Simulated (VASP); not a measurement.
A run of VASP 6.6.1:

File INCAR:

```
SYSTEM = MgO
PREC = Accurate
ENCUT = 520
EDIFF = 1E-7
ISMEAR = 0
SIGMA = 0.05
LREAL = .False.
LASPH = .True.
NELM = 60
ALGO = Normal
ISIF = 2
LWAVE = .False.
LCHARG = .True.
GGA = PE
LELF = .True.
LVHAR = .True.
NBANDS = 11
```

The input KPOINTS:

```
regular mesh
0
Gamma
  6 6 6
  0 0 0
```

The input POSCAR:

```
MgO
1.0
    0.0000000000      2.1351491430      2.1351491430
    2.1351491430      0.0000000000      2.1351491430
    2.1351491430      2.1351491430      0.0000000000
Mg O
1 1
Direct
    0.0000000000      0.0000000000      0.0000000000
    0.5000000000      0.5000000000      0.5000000000
```

Potentials or basis: VASP PAW PBE potentials, release 64 (Mg, O).

The run is started by

```sh
$ cat potpaw_PBE.64/Mg/POTCAR potpaw_PBE.64/O/POTCAR > POTCAR
$ mpirun -np 1 vasp_std > vasp.out
```

Hardware: 1 thread of Intel(R) Xeon(R) Platinum 8259CL CPU @ 2.50GHz (Skylake/Cascade Lake), on a shared host.

Question: How long does it take, and how much memory?

Answer: Wall time 4.1 s on 1 thread of Intel(R) Xeon(R) Platinum 8259CL CPU @ 2.50GHz (Skylake/Cascade Lake) (shared host), peak memory 0.13 GiB. Counts: scf iterations 12, k points 16.
